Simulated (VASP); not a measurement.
Crystal: Sb5Se.

```
Sb Se
1.0
     0.00000    4.53645    4.53645
     4.53645    0.00000    4.53645
     4.53645    4.53645    0.00000
Sb Se
5 1
Direct
  0.25000 0.25000 0.25000
  0.12616 0.62461 0.62461
  0.62461 0.62461 0.62461
  0.62461 0.62461 0.12616
  0.62461 0.12616 0.62461
  0.00000 0.00000 0.00000
```

The cell was generated, and may not be a known phase.

- Program: VASP 6.6.1
- Task: relaxation of cell and atoms
- Functional: PBE
- Potentials or basis: VASP PAW PBE potentials, release 64 (Sb, Se)
- Cutoff: 600 eV
- k mesh: 4 × 4 × 4
- Occupations: gaussian, width 0.1 eV
- Spin: no spin polarisation

At the start: pressure -4.4 GPa; volume 31.12 Å³/atom.

Q: How do energy, volume and symmetry change on relaxing?

A: Over 6 steps the energy falls by 47.3 meV/atom and the volume is 28.11 Å³/atom (-9.7 %); space group F-43m (No. 216, to 0.1 Å) before and after.

The path:
```tsv
step	energy change (eV)	largest force (eV/Å)	pressure (GPa)	volume (Å³)
1	0.0000	0.1110	-4.41	186.71
2	-0.2642	0.0716	1.32	164.50
3	-0.2795	0.0943	0.03	168.29
4	-0.2794	0.0958	-0.08	168.65
5	-0.2809	0.0801	-0.07	168.65
6	-0.2839	0.0335	-0.03	168.66
```

Final structure:
```xyz
6
Lattice="0.0000 4.3852 4.3852 4.3852 0.0000 4.3852 4.3852 4.3852 0.0000" Properties=species:S:1:pos:R:3 pbc="T T T"
Sb    2.1926    2.1926    2.1926
Sb    5.4906    3.2799    3.2799
Sb    5.4906    5.4906    5.4906
Sb    3.2799    3.2799    5.4906
Sb    3.2799    5.4906    3.2799
Se    0.0000    0.0000    0.0000
```

Caveat: the highest band is partly filled, so the run has too few bands.
